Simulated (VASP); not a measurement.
# Si24H10O in VASP: single point with PBEsol

Aim: the single point of Si24H10O with PBEsol.

Program: VASP 6.6.1. These are calculated values, not measurements. Logs are shortened: lines on timing, memory, paths and dates and some standing lists are left out, and cuts for length are marked.

### Step 1. The cell of the first run

The cell holds a slab with vacuum, 35 atoms: a = 11.519 Å, b = 7.679 Å, c = 18.869 Å, α = 90.00°, β = 90.00°, γ = 60.00°.

### Step 2. Single point, PBEsol, collinear spin, zero start

Input file INCAR:

```
SYSTEM = Si24H10O
PREC = Accurate
ENCUT = 520
EDIFF = 1E-6
ISMEAR = 0
SIGMA = 0.02
LREAL = Auto
LASPH = .TRUE.
NELM = 150
ALGO = Normal
ISIF = 2
LWAVE = .FALSE.
LCHARG = .FALSE.
ISPIN = 2
MAGMOM = 0 0 0 0 0 0 0 0 0 0 0 0 0 0 0 0 0 0 0 0 0 0 0 0 0 0 0 0 0 0 0 0 0 0 0
LORBIT = 11
GGA = PS
NBANDS = 83
```

Input file KPOINTS:

```
Automatic mesh
0
G
  2 2 1
  0 0 0
```

Input file POSCAR:

```
Si24H10O
1.0
   11.5187690000      0.0000000000      0.0000000000
    3.8395900000      6.6503650000      0.0000000000
    0.0000000000      0.0000000000     18.8687650000
H Si O
10 24 1
Direct
    0.1111111291      0.1666666416      0.0529976392
    0.4444444914      0.1666666416      0.0529976392
    0.7777778537      0.1666666416      0.0529976392
    0.1111111040      0.6666667168      0.0529976392
    0.4444443795      0.6666667168      0.0529976392
    0.7777778286      0.6666667168      0.0529976392
    0.6615569641      0.0023544572      0.4173832787
   -0.0108968805      0.5052038497      0.4180951959
    0.3249615957      0.5122397041      0.4189397663
    0.6638541678      0.5180663016      0.4192623100
    0.1111111291      0.1666666416      0.1324940981
    0.4444444914      0.1666666416      0.1324940981
    0.7777778537      0.1666666416      0.1324940981
    0.1111111040      0.6666667168      0.1324940981
    0.4444443795      0.6666667168      0.1324940981
    0.7777778286      0.6666667168      0.1324940981
   -0.1115769692      0.3340782047      0.1720373856
    0.2225222101      0.3315466144      0.1754436499
    0.5548351586      0.3344935203      0.1739917795
   -0.1106970484      0.8341970704      0.1731576497
    0.2213678337      0.8339479111      0.1712661639
    0.5564289458      0.8334151584      0.1706068733
   -0.1240348245      0.3493504492      0.2969041164
    0.2227661631      0.3213522867      0.3010710028
    0.5481318785      0.3465142139      0.2986997294
   -0.1181724574      0.8312898615      0.2990058968
    0.2259459391      0.8302842024      0.2956651906
    0.5534415004      0.8443951573      0.2931869150
   -0.0022491828      0.0031440380      0.3076724947
    0.3423013319     -0.0162759488      0.3456585526
    0.6595838874      0.0127759905      0.3378258195
   -0.0007532951      0.4969718203      0.3385446265
    0.3256255783      0.5016551723      0.3395075406
    0.6546020286      0.5194149494      0.3398169409
    0.3679971885     -0.0925173280      0.4242604113
```

Potentials or basis: VASP PAW PBE potentials, release 64 (H, Si, O).

The run is started by

```
cat potpaw_PBE.64/H/POTCAR potpaw_PBE.64/Si/POTCAR potpaw_PBE.64/O/POTCAR > POTCAR
mpirun -np 1 vasp_std > vasp.out
```

OUTCAR:

```text
SYSTEM = Si24H10O
   PREC = Accurate
   ENCUT = 520
   EDIFF = 1E-6
   ISMEAR = 0
   LREAL = Auto
   LASPH = .TRUE.
   NELM = 150
   ISIF = 2
   ISPIN = 2
   LORBIT = 11
   GGA = PS

 ion  position               nearest neighbor table
   1  0.111  0.167  0.053-  11 1.50
   2  0.444  0.167  0.053-  12 1.50
   3  0.778  0.167  0.053-  13 1.50
   4  0.111  0.667  0.053-  14 1.50
   5  0.444  0.667  0.053-  15 1.50
   6  0.778  0.667  0.053-  16 1.50
   7  0.662  0.002  0.417-  31 1.50
   8  0.989  0.505  0.418-  32 1.50
   9  0.325  0.512  0.419-  33 1.50
  10  0.664  0.518  0.419-  34 1.50
  11  0.111  0.167  0.132-   1 1.50  21 2.33  17 2.34  18 2.35
  12  0.444  0.167  0.132-   2 1.50  22 2.33  19 2.35  18 2.36
  13  0.778  0.167  0.132-   3 1.50  17 2.34  20 2.34  19 2.36
  14  0.111  0.667  0.132-   4 1.50  21 2.33  20 2.34  18 2.37
  15  0.444  0.667  0.132-   5 1.50  22 2.34  21 2.34  19 2.34
  16  0.778  0.667  0.132-   6 1.50  22 2.32  17 2.33  20 2.36
[... 10 lines left out ...]
  27  0.226  0.830  0.296-  29 2.29  33 2.34  21 2.35  30 2.38
  28  0.553  0.844  0.293-  22 2.31  30 2.33  34 2.33  31 2.34
  29  0.998  0.003  0.308-  27 2.29  26 2.31  23 2.31
  30  0.342  0.984  0.346-  35 1.57  28 2.33  27 2.38  24 2.40
  31  0.660  0.013  0.338-   7 1.50  28 2.34  26 2.34  25 2.34
  32  0.999  0.497  0.339-   8 1.50  24 2.34  26 2.35  23 2.35
  33  0.326  0.502  0.340-   9 1.50  27 2.34  24 2.34  25 2.35
  34  0.655  0.519  0.340-  10 1.50  28 2.33  25 2.34  23 2.35
  35  0.368  0.907  0.424-  30 1.57

  LATTYP: Found a simple monoclinic cell.
 ALAT       =     7.6791800344
 B/A-ratio  =     2.4571327818
 C/A-ratio  =     1.3228755546
 COS(beta)  =    -0.1889823052

  Lattice vectors:

 A1 = (   3.8395900000,   6.6503650000,   0.0000000000)
 A2 = (   0.0000000000,   0.0000000000,  18.8687650000)
 A3 = (   7.6791790000,  -6.6503650000,   0.0000000000)

Analysis of symmetry for initial positions (statically):
=====================================================================
 Subroutine PRICEL returns:
 Original cell was already a primitive cell.

 Routine SETGRP: Setting up the symmetry group for a
 simple monoclinic supercell.

 Subroutine GETGRP returns: Found  1 space group operations
 (whereof  1 operations were pure point group operations)
 out of a pool of  4 trial point group operations.

The static configuration has the point symmetry C_1 .

Analysis of symmetry for dynamics (positions and initial velocities):
=====================================================================
 Subroutine PRICEL returns:
 Original cell was already a primitive cell.

 Routine SETGRP: Setting up the symmetry group for a
 simple monoclinic supercell.

 Subroutine GETGRP returns: Found  1 space group operations
 (whereof  1 operations were pure point group operations)
 out of a pool of  4 trial point group operations.

The dynamic configuration has the point symmetry C_1 .

Analysis of structural, dynamic, and magnetic symmetry:
=====================================================================
 Subroutine PRICEL returns:
 Original cell was already a primitive cell.

 Routine SETGRP: Setting up the symmetry group for a
 simple monoclinic supercell.

 Subroutine GETGRP returns: Found  1 space group operations
 (whereof  1 operations were pure point group operations)
 out of a pool of  4 trial point group operations.

The overall configuration has the point symmetry C_1 .

 Subroutine INISYM returns: Found  1 space group operations
 (whereof  1 operations are pure point group operations),
 and found     1 'primitive' translations

----------------------------------------------------------------------------------------

                                     Primitive cell

  volume of cell :    1445.4232

  direct lattice vectors                    reciprocal lattice vectors
    11.518769000  0.000000000  0.000000000     0.086814832 -0.050122567  0.000000000
     3.839590000  6.650365000  0.000000000     0.000000000  0.150367687  0.000000000
     0.000000000  0.000000000 18.868765000     0.000000000  0.000000000  0.052997639

  length of vectors
[... 113 lines left out ...]
   dimension x,y,z NGXF=   180 NGYF=  120 NGZF=  280
   ions per type =              10  24   1
   NGX,Y,Z   is equivalent  to a cutoff of  12.99, 12.99, 12.33 a.u.
   NGXF,Y,Z  is equivalent  to a cutoff of  25.98, 25.98, 24.67 a.u.
 SYSTEM =  Si24H10O
   PREC   = accura    normal or accurate (medium, high low for compatibility)
   ISTART =      0    job   : 0-new  1-cont  2-samecut
   ICHARG =      2    charge: 1-file 2-atom 10-const
   ISPIN  =      2    spin polarized calculation?
   LNONCOLLINEAR =      F non collinear calculations
   LSORBIT =      F    spin-orbit coupling
   LASPH  =      T    aspherical Exc in radial PAW
   ENCUT  =  520.0 eV  38.22 Ry    6.18 a.u.  21.42 14.28 35.08*2*pi/ulx,y,z
   NELM   =    150;   NELMIN=  2; NELMDL= -5     # of ELM steps
   EDIFF  = 0.1E-05   stopping-criterion for ELM
   LREAL  =      T    real-space projection
   EDIFFG = 0.1E-04   stopping-criterion for IOM
   NSW    =      0    number of steps for IOM
   IBRION =     -1    ionic relax: 0-MD 1-quasi-New 2-CG
   NFREE  =      0    steps in history (QN), initial steepest desc. (CG)
   ISIF   =      2    stress and relaxation
   ISYM   =      2    0-nonsym 1-usesym 2-fastsym
   POTIM  = 0.5000    time-step for ionic-motion
   TEBEG  =    0.0;   TEEND  =   0.0 temperature during run
   PSTRESS=    0.0 pullay stress
   NELECT =     112.0000    total number of electrons
   NUPDOWN=      -1.0000    fix difference up-down
   EMIN   =  10.00;   EMAX   =-10.00  energy-range for DOS
   EFERMI =   0.00;   METHOD = LEGACY
   ISMEAR =     0;   SIGMA  =   0.02  broadening in eV -4-tet -1-fermi 0-gaus
   EFERMI_NEDOS =   21; number of points for ismear=-14 and -15
   IALGO  =     38    algorithm
   IMIX   =      4    mixing-type and parameters
     AMIX     =   0.40;   BMIX     =  1.00
     AMIX_MAG =   1.60;   BMIX_MAG =  1.00
  volume/ion in A,a.u.               =      41.30       278.69
  Fermi-wavevector in a.u.,A,eV,Ry     =   0.697936  1.318908  6.627604  0.487115
  Thomas-Fermi vector in A             =   1.781401
   LORBIT       =     11    0 simple, 1 ext, 2 COOP (PROOUT), +10 PAW based schemes
   GGA     = PS    functional components
   LHFCALC =     F    Hartree Fock is set to
   AEXX    =    0.0000 exact exchange contribution
   IVDW    =     0    specifies the selected vdW correction
   LEPSILON=     F    determine dielectric tensor
   LRPA    =     F    only Hartree local field effects (RPA)
 spin polarized calculation
 Gauss-broadening in eV      SIGMA  =   0.02
  energy-cutoff  :      520.00
  volume of cell :     1445.42
 maximum number of plane-waves:     38958
 NGX is ok and might be reduce to    90
   NGX = 43   NGY = 29   NGZ = 71

 number of electron     112.0000003 magnetization       0.0000000

 number of electron     112.0000003 magnetization      -0.0000000

 Free energy of the ion-electron system (eV)
  ---------------------------------------------------
  ext. energy  EPLUGINS =         0.00000000
  ---------------------------------------------------
  free energy    TOTEN  =      -173.75897645 eV

  energy without entropy =     -173.75897645  energy(sigma->0) =     -173.75897645

 E-fermi :  -1.2610     XC(G=0):  -4.1657

 val. band max:       -1.3495672925   @ k =   0.0000   0.0000   0.0000
 cond. band min:      -1.1705160210   @ k =   0.0000   0.0000   0.0000
 fundamental gap:      0.1790512716
 Fermi energy:        -1.2610470595

 spin component 1

 k-point     1 :       0.0000    0.0000    0.0000
  band No.  band energies     occupation
      1     -18.2576      1.00000
      2     -12.8921      1.00000
      3     -11.7377      1.00000
      4     -11.6558      1.00000
      5     -11.5597      1.00000
      6     -10.8832      1.00000
[... 273 lines left out ...]
     67       1.7287      0.00000
     68       1.8473      0.00000
 Fermi energy:        -1.2610470595

 spin component 2

 k-point     1 :       0.0000    0.0000    0.0000
  band No.  band energies     occupation
      1     -18.2576      1.00000
      2     -12.8921      1.00000
      3     -11.7377      1.00000
      4     -11.6558      1.00000
      5     -11.5597      1.00000
      6     -10.8832      1.00000
[... 273 lines left out ...]
     67       1.7287      0.00000
     68       1.8473      0.00000
 [bands above 68 left out]

------------------------ aborting loop because EDIFF is reached ----------------------------------------

  FORCE on cell =-STRESS in cart. coord.  units (eV):
  Direction    XX          YY          ZZ          XY          YZ          ZX
  --------------------------------------------------------------------------------------
  -------------------------------------------------------------------------------------
  Total        2.9459016      2.8009030      2.0829710      1.4982567     -0.2761746     -0.1685984
  in kB        3.2653804      3.1046570      2.3088663      1.6607405     -0.3061254     -0.1868827
  external PRESSURE =       2.8929679 kB  Pullay stress =       0.0000000 kB

 VOLUME and BASIS-vectors are now :
 -----------------------------------------------------------------------------
  energy-cutoff  :      520.00
  volume of cell :     1445.42
      direct lattice vectors                 reciprocal lattice vectors
    11.518769000  0.000000000  0.000000000     0.086814832 -0.050122567  0.000000000
     3.839590000  6.650365000  0.000000000     0.000000000  0.150367687  0.000000000
     0.000000000  0.000000000 18.868765000     0.000000000  0.000000000  0.052997639

 POSITION                                       TOTAL-FORCE (eV/Angst)
 -----------------------------------------------------------------------------------
      1.91979      1.10839      1.00000        -0.016121      0.030349     -0.106847
      5.75939      1.10839      1.00000        -0.009447      0.087530     -0.115262
      9.59898      1.10839      1.00000        -0.020565     -0.017365     -0.101786
      3.83959      4.43358      1.00000        -0.070480     -0.039399     -0.116600
      7.67918      4.43358      1.00000        -0.020049     -0.013000     -0.136744
     11.51877      4.43358      1.00000         0.108476     -0.008603     -0.160114
[... 27 lines left out ...]
      9.53455      3.45430      6.41193         0.072416     -0.115363     -0.063907
      7.72324      6.03509      8.00527        -0.104704      0.141962      0.358031
 -----------------------------------------------------------------------------------
    total drift:                                0.006573      0.000477      0.003947

  FREE ENERGIE OF THE ION-ELECTRON SYSTEM (eV)
  ---------------------------------------------------
  free  energy   TOTEN  =      -173.7589764535 eV

  energy  without entropy=     -173.7589764535  energy(sigma->0) =     -173.75897645

 total charge

# of ion       s       p       d       tot
------------------------------------------
    1        0.547   0.013   0.000   0.560
    2        0.548   0.013   0.000   0.561
    3        0.547   0.013   0.000   0.560
    4        0.547   0.014   0.000   0.560
    5        0.548   0.013   0.000   0.562
    6        0.548   0.014   0.000   0.562
[... 27 lines left out ...]
   34        0.743   0.963   0.000   1.706
   35        1.583   3.409   0.000   4.991
--------------------------------------------------
tot         24.989  26.527   0.000  51.516

 magnetization (x)

# of ion       s       p       d       tot
------------------------------------------
    1       -0.000  -0.000   0.000  -0.000
    2       -0.000  -0.000   0.000  -0.000
    3       -0.000  -0.000   0.000  -0.000
    4        0.000  -0.000   0.000   0.000
    5       -0.000   0.000   0.000  -0.000
    6       -0.000   0.000   0.000  -0.000
[... 27 lines left out ...]
   34       -0.000  -0.000   0.000  -0.000
   35       -0.000   0.000   0.000   0.000
--------------------------------------------------
tot         -0.000   0.000   0.000   0.000
```

Wall time 1.6 h (1 thread of AMD EPYC 9755, shared host); peak memory 2.2 GiB.

What came out:

```yaml
Free_energy: -173.7590 eV
Largest_force: 0.399 eV/Å
Band_gap_on_the_k_mesh: 0.18 eV
Net_moment: 0.00 μB per cell
Valence_electrons_inside_the_program's_atomic_spheres: H 0.56, 0.55 (each value once); Si 1.72, 1.71, 1.70, 1.69, 1.73, 1.66 (each value once); O 4.99
```

Forces in eV/Å, atoms in the order of the input:
```
H   -0.016  0.030 -0.107
H   -0.009  0.088 -0.115
H   -0.021 -0.017 -0.102
H   -0.070 -0.039 -0.117
H   -0.020 -0.013 -0.137
H    0.108 -0.009 -0.160
H    0.000 -0.004  0.019
H    0.009 -0.023  0.015
H    0.008 -0.015  0.010
H   -0.028 -0.013 -0.031
Si   0.077  0.111  0.155
Si  -0.041  0.098  0.132
Si  -0.101  0.160  0.213
Si  -0.035 -0.284  0.215
Si   0.095 -0.062  0.006
Si   0.026  0.066 -0.144
Si   0.005  0.000 -0.020
Si   0.003  0.008 -0.012
Si  -0.003 -0.002 -0.005
Si   0.002  0.000  0.008
Si   0.005 -0.001  0.010
Si  -0.007  0.001  0.028
Si   0.060 -0.048 -0.023
Si   0.016  0.008 -0.027
Si  -0.001 -0.038 -0.012
Si  -0.019 -0.017  0.010
Si   0.029 -0.001  0.009
Si  -0.043 -0.040  0.038
Si   0.001 -0.052  0.008
Si  -0.010  0.124 -0.177
Si  -0.028 -0.032  0.010
Si   0.019 -0.008  0.007
Si   0.022 -0.002  0.001
Si   0.072 -0.115 -0.064
O   -0.105  0.142  0.358
```

Caveat: there is no dipole correction, which matters where the two faces differ; the PAW data sets were made with another functional, which shifts forces and pressure a little.
